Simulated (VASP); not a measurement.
# Al6H in VASP: a series of runs, part 2 of 2

VASP 6.6.1.

**3. Single point, PBE**

Input file INCAR:

```
PREC = Accurate
ENCUT = 520
EDIFF = 1E-6
ISMEAR = 0
SIGMA = 0.1
LREAL = False
LASPH = True
NELM = 80
ALGO = Normal
ISIF = 2
LWAVE = False
LCHARG = False
LDIPOL = True
IDIPOL = 3
DIPOL = 0.5 0.5 0.312
GGA = PE
NBANDS = 32
```

Input file KPOINTS:

```
regular mesh
0
Gamma
  6 6 1
```

Input file POSCAR:

```
Al6H
1.0
    5.7143028096      0.0000000000      0.0000000000
   -2.8571514048      4.9487313980      0.0000000000
    0.0000000000      0.0000000000     22.6016424636
Al H
12 2
Direct
    0.3333333333      0.1666666667      0.1769782885
    0.3333333333      0.6666666667      0.1769782885
    0.8333333333      0.1666666667      0.1769782885
    0.8333333333      0.6666666667      0.1769782885
    0.1666666667      0.3333333333      0.2787817904
    0.1666666667      0.8333333333      0.2787817904
    0.6666666667      0.3333333333      0.2787817904
    0.6666666667      0.8333333333      0.2787817904
    0.0000000000      0.0000000000      0.3805759903
    0.0000000000      0.5000000000      0.3805759903
    0.5000000000      0.0000000000      0.3805759903
    0.5000000000      0.5000000000      0.3805759903
    0.2171633017      0.4343266034      0.5133097067
    0.2828366983      0.5656733966      0.5133097067
```

Potentials or basis: VASP PAW PBE potentials, release 64 (Al, H).

Started as:

```bash
> cat potpaw_PBE.64/Al/POTCAR potpaw_PBE.64/H/POTCAR > POTCAR
> mpirun -np 1 vasp_std > vasp.out
```

OUTCAR:

```text
PREC = Accurate
   ENCUT = 520
   EDIFF = 1E-6
   ISMEAR = 0
   LREAL = False
   LASPH = True
   NELM = 80
   ISIF = 2
   GGA = PE

 ion  position               nearest neighbor table
   1  0.333  0.167  0.177-   5 2.83   6 2.83   7 2.83   4 2.86   2 2.86   2 2.86   4 2.86   3 2.86
                             3 2.86
   2  0.333  0.667  0.177-   6 2.83   5 2.83   8 2.83   3 2.86   1 2.86   1 2.86   3 2.86   4 2.86
                             4 2.86
   3  0.833  0.167  0.177-   7 2.83   8 2.83   5 2.83   4 2.86   2 2.86   4 2.86   2 2.86   1 2.86
                             1 2.86
   4  0.833  0.667  0.177-   8 2.83   7 2.83   6 2.83   3 2.86   1 2.86   3 2.86   1 2.86   2 2.86
                             2 2.86
   5  0.167  0.333  0.279-   9 2.83  12 2.83  10 2.83   1 2.83   2 2.83   3 2.83   8 2.86   6 2.86
                             6 2.86   8 2.86   7 2.86   7 2.86
   6  0.167  0.833  0.279-  10 2.83  11 2.83   9 2.83   2 2.83   1 2.83   4 2.83   7 2.86   5 2.86
                             5 2.86   7 2.86   8 2.86   8 2.86
   7  0.667  0.333  0.279-  11 2.83  10 2.83  12 2.83   3 2.83   4 2.83   1 2.83   8 2.86   6 2.86
                             8 2.86   6 2.86   5 2.86   5 2.86
   8  0.667  0.833  0.279-  12 2.83   9 2.83  11 2.83   4 2.83   3 2.83   2 2.83   7 2.86   5 2.86
                             7 2.86   5 2.86   6 2.86   6 2.86
   9  0.000  0.000  0.381-   5 2.83   8 2.83   6 2.83  10 2.86  12 2.86  10 2.86  12 2.86  11 2.86
                            11 2.86
  10  0.000  0.500  0.381-   6 2.83   7 2.83   5 2.83   9 2.86  11 2.86   9 2.86  11 2.86  12 2.86
                            12 2.86
  11  0.500  0.000  0.381-   7 2.83   6 2.83   8 2.83  10 2.86  12 2.86  12 2.86  10 2.86   9 2.86
                             9 2.86
  12  0.500  0.500  0.381-   8 2.83   5 2.83   7 2.83   9 2.86  11 2.86  11 2.86   9 2.86  10 2.86
                            10 2.86
  13  0.217  0.434  0.513-  14 0.65
  14  0.283  0.566  0.513-  13 0.65

  LATTYP: Found a hexagonal cell.
 ALAT       =     5.7143028096
 C/A-ratio  =     3.9552755982

  Lattice vectors:

 A1 = (   5.7143028096,   0.0000000000,   0.0000000000)
 A2 = (  -2.8571514048,   4.9487313980,   0.0000000000)
 A3 = (   0.0000000000,   0.0000000000,  22.6016424636)

Analysis of symmetry for initial positions (statically):
=====================================================================
 Subroutine PRICEL returns:
 Original cell was already a primitive cell.

 Routine SETGRP: Setting up the symmetry group for a
 hexagonal supercell.

 Subroutine GETGRP returns: Found  2 space group operations
 (whereof  2 operations were pure point group operations)
 out of a pool of 24 trial point group operations.

The static configuration has the point symmetry C_1h.

Analysis of symmetry for dynamics (positions and initial velocities):
=====================================================================
 Subroutine PRICEL returns:
 Original cell was already a primitive cell.

 Routine SETGRP: Setting up the symmetry group for a
 hexagonal supercell.

 Subroutine GETGRP returns: Found  2 space group operations
 (whereof  2 operations were pure point group operations)
 out of a pool of 24 trial point group operations.

The dynamic configuration has the point symmetry C_1h.

 Subroutine INISYM returns: Found  2 space group operations
 (whereof  2 operations are pure point group operations),
 and found     1 'primitive' translations

----------------------------------------------------------------------------------------
[... 104 lines left out ...]
   NELM   =     80;   NELMIN=  2; NELMDL= -5     # of ELM steps
   EDIFF  = 0.1E-05   stopping-criterion for ELM
   LREAL  =      F    real-space projection
   EDIFFG = 0.1E-04   stopping-criterion for IOM
   NSW    =      0    number of steps for IOM
   IBRION =     -1    ionic relax: 0-MD 1-quasi-New 2-CG
   NFREE  =      0    steps in history (QN), initial steepest desc. (CG)
   ISIF   =      2    stress and relaxation
   ISYM   =      2    0-nonsym 1-usesym 2-fastsym
   POTIM  = 0.5000    time-step for ionic-motion
   TEBEG  =    0.0;   TEEND  =   0.0 temperature during run
   PSTRESS=    0.0 pullay stress
   NELECT =      38.0000    total number of electrons
   NUPDOWN=      -1.0000    fix difference up-down
   EMIN   =  10.00;   EMAX   =-10.00  energy-range for DOS
   EFERMI =   0.00;   METHOD = LEGACY
   ISMEAR =     0;   SIGMA  =   0.10  broadening in eV -4-tet -1-fermi 0-gaus
   EFERMI_NEDOS =   21; number of points for ismear=-14 and -15
   IALGO  =     38    algorithm
   IMIX   =      4    mixing-type and parameters
     AMIX     =   0.40;   BMIX     =  1.00
     AMIX_MAG =   1.60;   BMIX_MAG =  1.00
  volume/ion in A,a.u.               =      45.65       308.08
  Fermi-wavevector in a.u.,A,eV,Ry     =   0.638955  1.207450  5.554763  0.408264
  Thomas-Fermi vector in A             =   1.704469
   LORBIT       =      0    0 simple, 1 ext, 2 COOP (PROOUT), +10 PAW based schemes
   GGA     = PE    functional components
   LHFCALC =     F    Hartree Fock is set to
   AEXX    =    0.0000 exact exchange contribution
   IVDW    =     0    specifies the selected vdW correction
   LEPSILON=     F    determine dielectric tensor
   LRPA    =     F    only Hartree local field effects (RPA)
 non-spin polarized calculation
 Gauss-broadening in eV      SIGMA  =   0.10
  energy-cutoff  :      520.00
  volume of cell :      639.14
 maximum number of plane-waves:     17305
   NGX = 21   NGY = 21   NGZ = 85

 dipolmoment           0.000000      0.000000      0.000016 electrons x Angstroem

 number of electron      38.0000002 magnetization

 dipolmoment           0.000000      0.000000     -0.010145 electrons x Angstroem

 Free energy of the ion-electron system (eV)
  ---------------------------------------------------
  ext. energy  EPLUGINS =         0.00000000
  ---------------------------------------------------
  free energy    TOTEN  =       -48.65398878 eV

  energy without entropy =      -48.62209631  energy(sigma->0) =      -48.63804254

 E-fermi :  -0.1266     XC(G=0):  -4.1329

 val. band max:       -0.1429113007   @ k =   0.5000   0.3333   0.0000
 cond. band min:      -0.0813428230   @ k =   0.1667   0.1667   0.0000
 fundamental gap:      0.0615684777
 Fermi energy:        -0.1265630168

 k-point     1 :       0.0000    0.0000    0.0000
  band No.  band energies     occupation
      1     -10.6945      2.00000
      2      -8.9953      2.00000
      3      -7.3382      2.00000
      4      -6.2299      2.00000
      5      -4.8194      2.00000
      6      -4.8178      2.00000
[... 431 lines left out ...]
     30       3.1924      0.00000
     31       3.2707      0.00000
 [bands above 31 left out]

------------------------ aborting loop because EDIFF is reached ----------------------------------------

 vacuum level on the upper side and lower side of the slab       (xc-potential included)        -0.053         0.020

  FORCE on cell =-STRESS in cart. coord.  units (eV):
  Direction    XX          YY          ZZ          XY          YZ          ZX
  --------------------------------------------------------------------------------------
  -------------------------------------------------------------------------------------
  Total       -2.8639322      0.2570894      0.4056009      0.0000000     -0.0315252      0.0000000
  in kB       -7.1792022      0.6444623      1.0167457      0.0000000     -0.0790262      0.0000000
  external PRESSURE =      -1.8393314 kB  Pullay stress =       0.0000000 kB

 VOLUME and BASIS-vectors are now :
 -----------------------------------------------------------------------------
  energy-cutoff  :      520.00
  volume of cell :      639.14
      direct lattice vectors                 reciprocal lattice vectors
     5.714302810  0.000000000  0.000000000     0.174999476  0.101035995  0.000000000
    -2.857151405  4.948731398  0.000000000     0.000000000  0.202071990  0.000000000
     0.000000000  0.000000000 22.601642464     0.000000000  0.000000000  0.044244572

 POSITION                                       TOTAL-FORCE (eV/Angst)
 -----------------------------------------------------------------------------------
      1.42858      0.82479      4.00000        -0.001166      0.001162      0.000834
     -0.00000      3.29915      4.00000        -0.000000     -0.005441     -0.003001
      4.28573      0.82479      4.00000         0.001166      0.001162      0.000834
      2.85715      3.29915      4.00000        -0.000000      0.002802     -0.000289
      0.00000      1.64958      6.30093        -0.000000      0.009639     -0.016015
     -1.42858      4.12394      6.30093         0.000879     -0.006054     -0.004687
      2.85715      1.64958      6.30093        -0.000000      0.009044      0.006582
      1.42858      4.12394      6.30093        -0.000879     -0.006054     -0.004687
      0.00000      0.00000      8.60164        -0.000000      0.002048     -0.005514
     -1.42858      2.47437      8.60164        -0.005497      0.003495     -0.048997
      2.85715      0.00000      8.60164         0.000000     -0.009372     -0.006986
      1.42858      2.47437      8.60164         0.005497      0.003495     -0.048997
     -0.00000      2.14937     11.60164        -0.000000     -4.919054      0.067887
      0.00000      2.79937     11.60164        -0.000000      4.913128      0.063037
 -----------------------------------------------------------------------------------
    total drift:                               -0.000000     -0.000028      0.000143

  FREE ENERGIE OF THE ION-ELECTRON SYSTEM (eV)
  ---------------------------------------------------
  free  energy   TOTEN  =       -48.6539887761 eV

  energy  without entropy=      -48.6220963059  energy(sigma->0) =      -48.63804254

 vacuum level on the upper side and lower side of the slab         3.726         3.790
```

Run time: 5.7 min. Hardware: 1 thread of Intel Xeon Platinum 8488C (Sapphire Rapids), shared host; peak memory 0.71 GiB.

Results:

```yaml
Free_energy: -48.6540 eV
Largest_force: 4.920 eV/Å
Band_gap_on_the_k_mesh: zero (bands 19 and 20 overlap by 1.02 eV)
```

Forces in eV/Å, atoms in the order of the input:
```
Al  -0.001  0.001  0.001
Al   0.000 -0.005 -0.003
Al   0.001  0.001  0.001
Al   0.000  0.003  0.000
Al   0.000  0.010 -0.016
Al   0.001 -0.006 -0.005
Al   0.000  0.009  0.007
Al  -0.001 -0.006 -0.005
Al   0.000  0.002 -0.006
Al  -0.005  0.003 -0.049
Al   0.000 -0.009 -0.007
Al   0.005  0.003 -0.049
H    0.000 -4.919  0.068
H    0.000  4.913  0.063
```

**4. Single point, PBE**

Input file INCAR:

```
SYSTEM = Al6H
ALGO = Normal
DIPOL = 0.5 0.5 0.296
EDIFF = 1E-7
ENCUT = 520
GGA = PE
IDIPOL = 3
ISIF = 2
ISMEAR = 0
LASPH = .True.
LCHARG = .False.
LDIPOL = .True.
LREAL = .False.
LWAVE = .False.
NBANDS = 32
NELM = 100
PREC = Accurate
SIGMA = 0.1
```

Input file KPOINTS:

```
k-points
0
Gamma
  6 6 1
  0 0 0
```

Changes to POSCAR since step 3:

```diff
@@ -20,3 +20,3 @@
     0.5000000000      0.5000000000      0.3805759903
-    0.2171633017      0.4343266034      0.5133097067
-    0.2828366983      0.5656733966      0.5133097067
+    0.2121115019      0.4242230039      0.4004860478
+    0.2878884981      0.5757769961      0.4004860478
```

Started as:

```bash
> cat potpaw_PBE.64/Al/POTCAR potpaw_PBE.64/H/POTCAR > POTCAR
> mpirun -np 1 vasp_std > vasp.out
```

Run time: 6.3 min. Hardware: 1 thread of Intel Xeon Platinum 8488C (Sapphire Rapids), shared host; peak memory 0.69 GiB.

It converged, with:

- Free energy: -44.9630 eV
- Largest force: 6.072 eV/Å
- Band gap on the k mesh: zero (bands 19 and 20 overlap by 0.91 eV)

Forces on the atoms (eV/Å):
```
Al  -0.008 -0.026 -0.083
Al   0.000  0.012  0.007
Al   0.008 -0.026 -0.083
Al   0.000  0.048 -0.108
Al   0.000  0.119  0.085
Al  -0.021 -0.029  0.085
Al   0.000 -0.032  0.027
Al   0.021 -0.029  0.085
Al   0.000 -0.331 -0.067
Al  -5.033 -0.075 -1.785
Al   0.000  0.472 -0.105
Al   5.033 -0.075 -1.785
H    0.000 -5.765  1.905
H    0.000  5.738  1.821
```

Levels at points of the mesh, in eV from the Fermi level:
| k point | band 17 | band 18 | band 19 | band 20 | band 21 | band 22 |
| --- | --- | --- | --- | --- | --- | --- |
| (0.00, 0.00, 0.00) | -1.75 | -1.05 | -0.82 | -0.49 | -0.33 | -0.28 |
| (0.50, 0.00, 0.00) | -0.65 | -0.46 | 0.04 | 0.47 | 0.76 | 1.02 |
| (0.00, 0.50, 0.00) | -0.63 | -0.43 | 0.11 | 0.38 | 0.66 | 0.93 |

**5. Single point, PBE**

Input file INCAR:

```
PREC = Accurate ; ENCUT = 520
EDIFF = 1E-6 ; ISMEAR = 0
SIGMA = 0.1 ; LREAL = False
LASPH = True ; NELM = 100
ALGO = Normal ; ISIF = 2
LWAVE = False ; LCHARG = False
LDIPOL = True ; IDIPOL = 3
DIPOL = 0.5 0.5 0.300 ; GGA = PE
NBANDS = 32
```

Input file KPOINTS:

```
Automatic mesh
0
Gamma
  6 6 1
```

Changes to POSCAR since step 4:

```diff
@@ -20,3 +20,3 @@
     0.5000000000      0.5000000000      0.3805759903
-    0.2121115019      0.4242230039      0.4004860478
-    0.2878884981      0.5757769961      0.4004860478
+    0.2121115019      0.4242230039      0.4288025739
+    0.2878884981      0.5757769961      0.4288025739
```

Potentials or basis: VASP PAW PBE potentials, release 64 (Al, H).

Started as:

```bash
> cat potpaw_PBE.64/Al/POTCAR potpaw_PBE.64/H/POTCAR > POTCAR
> mpirun -np 1 vasp_std > vasp.out
```

OUTCAR:

```text
PREC = Accurate
   ENCUT = 520
   EDIFF = 1E-6
   ISMEAR = 0
   LREAL = False
   LASPH = True
   NELM = 100
   ISIF = 2
   GGA = PE

 ion  position               nearest neighbor table
   1  0.333  0.167  0.177-   5 2.83   6 2.83   7 2.83   4 2.86   2 2.86   2 2.86   4 2.86   3 2.86
                             3 2.86
   2  0.333  0.667  0.177-   6 2.83   5 2.83   8 2.83   3 2.86   1 2.86   1 2.86   3 2.86   4 2.86
                             4 2.86
   3  0.833  0.167  0.177-   7 2.83   8 2.83   5 2.83   4 2.86   2 2.86   4 2.86   2 2.86   1 2.86
                             1 2.86
   4  0.833  0.667  0.177-   8 2.83   7 2.83   6 2.83   3 2.86   1 2.86   3 2.86   1 2.86   2 2.86
                             2 2.86
[... 688 lines left out ...]
     0.000000000  0.000000000 22.601642464     0.000000000  0.000000000  0.044244572

 POSITION                                       TOTAL-FORCE (eV/Angst)
 -----------------------------------------------------------------------------------
      1.42858      0.82479      4.00000         0.093291     -0.112128     -0.102690
     -0.00000      3.29915      4.00000        -0.000000      0.083236      0.016279
      4.28573      0.82479      4.00000        -0.093291     -0.112128     -0.102690
      2.85715      3.29915      4.00000        -0.000000      0.131304     -0.129707
      0.00000      1.64958      6.30093        -0.000000      0.136592      0.301248
     -1.42858      4.12394      6.30093        -0.099322      0.032265     -0.037620
      2.85715      1.64958      6.30093        -0.000000     -0.001180     -0.038866
      1.42858      4.12394      6.30093         0.099322      0.032265     -0.037620
      0.00000      0.00000      8.60164        -0.000000     -0.173421     -0.038160
     -1.42858      2.47437      8.60164        -1.417677     -0.060446     -0.971856
      2.85715      0.00000      8.60164        -0.000000      0.262605     -0.096846
      1.42858      2.47437      8.60164         1.417677     -0.060446     -0.971856
     -0.00000      2.09937      9.69164         0.000000     -3.469333      1.211082
      0.00000      2.84937      9.69164         0.000000      3.310814      0.999302
 -----------------------------------------------------------------------------------
    total drift:                               -0.000000      0.000184      0.000112

  FREE ENERGIE OF THE ION-ELECTRON SYSTEM (eV)
  ---------------------------------------------------
  free  energy   TOTEN  =       -47.0167426025 eV

  energy  without entropy=      -46.9930150195  energy(sigma->0) =      -47.00487881

 vacuum level on the upper side and lower side of the slab         3.569         3.909
```

Run time: 5.8 min. Hardware: 1 thread of Intel Xeon Platinum 8488C (Sapphire Rapids), shared host; peak memory 0.69 GiB.

Results:

* Free energy: -47.0167 eV
* Largest force: 3.675 eV/Å
* Band gap on the k mesh: zero (bands 19 and 20 overlap by 0.78 eV)

Forces on the atoms (eV/Å):
```
Al   0.093 -0.112 -0.103
Al   0.000  0.083  0.016
Al  -0.093 -0.112 -0.103
Al   0.000  0.131 -0.130
Al   0.000  0.137  0.301
Al  -0.099  0.032 -0.038
Al   0.000 -0.001 -0.039
Al   0.099  0.032 -0.038
Al   0.000 -0.173 -0.038
Al  -1.418 -0.060 -0.972
Al   0.000  0.263 -0.097
Al   1.418 -0.060 -0.972
H    0.000 -3.469  1.211
H    0.000  3.311  0.999
```

**6. The runs side by side**

| cell | gap on the mesh (eV) | largest force (eV/Å) |
| --- | --- | --- |
| as given, atomic positions A | none | 5.24 |
| as given, atomic positions B | none | 4.92 |
| as given, atomic positions C | none | 6.07 |
| as given, atomic positions D | none | 3.67 |

Alike in all rows: task single point; level PBE; potentials or basis VASP PAW PBE potentials, release 64 (Al, H); no spin polarisation; k mesh 6 × 6 × 1; cutoff (eV) 520; smearing gaussian 0.1 eV.

Total energies depend on the potentials used, so only differences within one code and one set of settings carry meaning.

The gap in the log of VASP goes by the Fermi energy; the results here count the filled bands.